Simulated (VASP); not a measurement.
Set up this calculation in VASP 6.6.1, as the native input.

- Task: single point
- Functional: PBE
- Potentials or basis: VASP PAW PBE potentials, release 64 (Mn_pv, Sb)
- Cutoff: 520 eV
- k mesh: 10 × 10 × 6
- Occupations: gaussian, width 0.05 eV
- Spin: collinear spin, ferromagnetic start
- Starting moments: [3.73, 3.73, 0.0, 0.0] μB
- Dipole correction: no
- Further INCAR settings: ALGO = Normal; EDIFF = 1e-07; NBANDS = 30

The structure of MnSb lies in POSCAR:

```
MnSb
1.0
    4.1878606376      0.0000000000      0.0000000000
   -2.0939303188      3.6267936997      0.0000000000
    0.0000000000      0.0000000000      5.7324113149
Mn Sb
2 2
Direct
    0.0000000000      0.0000000000      0.0000000000
    0.0000000000      0.0000000000      0.5000000000
    0.3333333333      0.6666666667      0.2500000000
    0.6666666667      0.3333333333      0.7500000000
```

These files were run (other wordings do the same):

INCAR

```
PREC = Accurate
ENCUT = 520
EDIFF = 1E-7
ISMEAR = 0
SIGMA = 0.05
LREAL = False
LASPH = True
NELM = 150
ALGO = Normal
ISIF = 2
LWAVE = False
LCHARG = False
ISPIN = 2
MAGMOM = 3.73 3.73 0 0
LORBIT = 11
LMAXMIX = 4
GGA = PE
NBANDS = 30
```

KPOINTS

```
Automatic mesh
0
Gamma
  10 10 6
```

Potentials or basis: VASP PAW PBE potentials, release 64 (Mn_pv, Sb).

The run is started by

```sh
$ cat potpaw_PBE.64/Mn_pv/POTCAR potpaw_PBE.64/Sb/POTCAR > POTCAR
$ mpirun -np 1 vasp_std > vasp.out
```

It gave:

```json
{
  "Pressure": "-3.8 GPa",
  "Net moment": "6.73 μB per cell",
  "Site moments": "Mn +3.42; Sb -0.13 μB",
  "Valence electrons inside the program's atomic spheres": "Mn 11.51; Sb 2.44"
}
```

Caveat: the cell stands under tension; the run started ferromagnetic, and an antiferromagnetic order may lie lower in energy.

Wall time 2.1 min on 1 thread of Intel(R) Xeon(R) 6975P-C (Granite Rapids), on a shared host, peak memory 0.39 GiB.
